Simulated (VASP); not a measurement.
**BN: vibrations by perturbation theory with LDA**

BN:

```
N B
1.0
     0.00000    1.81300    1.81300
     1.81300    0.00000    1.81300
     1.81300    1.81300    0.00000
N B
1 1
Direct
  0.25000 0.25000 0.25000
  0.00000 0.00000 0.00000
```

- Program: VASP 6.6.1
- Task: vibrations by perturbation theory
- Functional: LDA
- Potentials or basis: VASP PAW LDA potentials, release 64 (N, B)
- Cutoff: 520 eV
- k mesh: 10 × 10 × 10
- Occupations: fermi-dirac, width 0.05 eV
- Spin: no spin polarisation
- Dipole correction: no
- Further INCAR settings: ALGO = Normal; EDIFF = 1e-08; NBANDS = 11; IBRION = 8; NSW = 1

```
Highest phonon frequency at Γ, LO-TO splitting left out : 1022 cm⁻¹
```

Phonon frequencies in cm⁻¹ (negative: imaginary):
```
              q point           frequencies
(0.000, 0.000, 0.000)  0 0 0 1022 1022 1022
```

It took 79 s on 1 thread of AMD EPYC 7R13 (shared host), peak memory 0.16 GiB.

Caveat: the cell wasn't relaxed at this level first, which shifts response properties.
